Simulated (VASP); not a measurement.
Wanted: the native input for a VASP 6.6.1 run.

- Task: single point
- Functional: PBE
- Potentials or basis: VASP PAW PBE potentials, release 64 (Sr_sv, Tl_d, O)
- Cutoff: 520 eV
- k mesh: 8 × 8 × 8
- Occupations: gaussian, width 0.1 eV
- Spin: no spin polarisation
- Dipole correction: no
- k mesh for the DOS: 12 × 12 × 12
- Occupations for the DOS: tetrahedron
- Further INCAR settings: ALGO = Normal; EDIFF = 1e-06

Crystal: Sr2TlO6.

```
CELL_PARAMETERS angstrom
0.00000 4.03199 4.03199
4.03199 0.00000 4.03199
4.03199 4.03199 0.00000
ATOMIC_POSITIONS crystal
Sr 0.25000 0.25000 0.25000
Sr 0.75000 0.75000 0.75000
Tl 0.00000 0.00000 0.00000
O 0.74511 0.25489 0.25489
O 0.25489 0.74511 0.25489
O 0.25489 0.74511 0.74511
O 0.74511 0.25489 0.74511
O 0.25489 0.25489 0.74511
O 0.74511 0.74511 0.25489
```

One way to write it, as run:

POSCAR

```
Sr2TlO6
1.0
    0.0000000000      4.0319902034      4.0319902034
    4.0319902034      0.0000000000      4.0319902034
    4.0319902034      4.0319902034      0.0000000000
Sr Tl O
2 1 6
Direct
    0.2500000000      0.2500000000      0.2500000000
    0.7500000000      0.7500000000      0.7500000000
    0.0000000000      0.0000000000      0.0000000000
    0.7451074374      0.2548925626      0.2548925626
    0.2548925626      0.7451074374      0.2548925626
    0.2548925626      0.7451074374      0.7451074374
    0.7451074374      0.2548925626      0.7451074374
    0.2548925626      0.2548925626      0.7451074374
    0.7451074374      0.7451074374      0.2548925626
```

INCAR.step1

```
SYSTEM = Sr2TlO6
PREC     = Accurate       ! precision mode
ENCUT    = 520            ! plane-wave cutoff, eV
EDIFF    = 1E-6           ! SCF threshold, eV
ISMEAR   = 0              ! smearing method
SIGMA    = 0.1            ! smearing width, eV
LREAL    = .False.        ! projectors in reciprocal space
LASPH    = .True.         ! aspherical terms in the spheres
NELM     = 100            ! most SCF steps
ALGO     = Normal         ! electronic algorithm
ISIF     = 2              ! what is computed and relaxed
LWAVE    = .False.        ! write WAVECAR
LCHARG   = .True.         ! write CHGCAR
GGA      = PE             ! functional
NBANDS   = 44             ! bands
```

KPOINTS.step1

```
regular mesh
0
Gamma
  8 8 8
  0 0 0
```

INCAR.step2

```
SYSTEM = Sr2TlO6
PREC     = Accurate       ! precision mode
ENCUT    = 520            ! plane-wave cutoff, eV
EDIFF    = 1E-6           ! SCF threshold, eV
ISMEAR   = -5             ! smearing method
SIGMA    = 0.1            ! smearing width, eV
LREAL    = .False.        ! projectors in reciprocal space
LASPH    = .True.         ! aspherical terms in the spheres
NELM     = 100            ! most SCF steps
ALGO     = Normal         ! electronic algorithm
ISIF     = 2              ! what is computed and relaxed
LWAVE    = .False.        ! write WAVECAR
LCHARG   = .False.        ! write CHGCAR
GGA      = PE             ! functional
LORBIT   = 11             ! projections on sites
NEDOS    = 2001           ! points of the DOS
ICHARG   = 11             ! starting density
```

KPOINTS.step2

```
regular mesh
0
Gamma
  12 12 12
  0 0 0
```

Potentials or basis: VASP PAW PBE potentials, release 64 (Sr_sv, Tl_d, O).

Launch:

```bash
$ cat potpaw_PBE.64/Sr_sv/POTCAR potpaw_PBE.64/Tl_d/POTCAR potpaw_PBE.64/O/POTCAR > POTCAR
$ cp INCAR.step1 INCAR
$ cp KPOINTS.step1 KPOINTS
$ mpirun -np 1 vasp_std > vasp.out
$ cp INCAR.step2 INCAR
$ cp KPOINTS.step2 KPOINTS
$ mpirun -np 1 vasp_std > vasp.out
```

Results of the run:

| Item | Value |
| --- | --- |
| Valence electrons inside the program's atomic spheres | Sr 7.93; Tl 11.47; O 4.84 |

Caveat: an odd number of electrons without spin polarisation forces a metal; a magnetic or distorted state may lie lower.

Run time: 6 min on 1 thread of Intel(R) Xeon(R) Platinum 8488C (Sapphire Rapids), with other jobs on the host, peak memory 0.47 GiB.
